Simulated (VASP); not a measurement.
Sb:

```xyz
2
Lattice="2.1251 1.2269 3.7072 -2.1251 1.2269 3.7072 0.0000 -2.4538 3.7072" Properties=species:S:1:pos:R:3 pbc="T T T"
Sb    0.0000    0.0000    8.5248
Sb    0.0000    0.0000    2.5968
```

Base run:

| Quantity | Value |
| --- | --- |
| Program | VASP 6.6.1 |
| Functional | r2SCAN |
| Potentials or basis | VASP PAW PBE potentials, release 64 (Sb) |
| Cutoff | 520 eV |
| k mesh | 8 × 8 × 8 |
| Occupations | fermi-dirac, width 0.05 eV |
| Spin | no spin polarisation |

Its results: band gap on the k mesh zero (band 5 reaches 7.97 eV, above the bottom of band 6 at 7.74 eV); pressure 4.6 GPa; largest force 0.287 eV/Å.

Question: The run is repeated on the same cell with these changes: functional from r2SCAN to PBE exchange alone. What comes out?

Answer: Band gap on the k mesh zero (band 5 reaches 9.50 eV, above the bottom of band 6 at 9.24 eV); pressure 16.1 GPa; largest force 0.597 eV/Å.

Caveats: spin-orbit coupling is left out, which moves the levels of the heavy elements; the PAW data sets were made with another functional, which shifts forces and pressure a little (some runs).
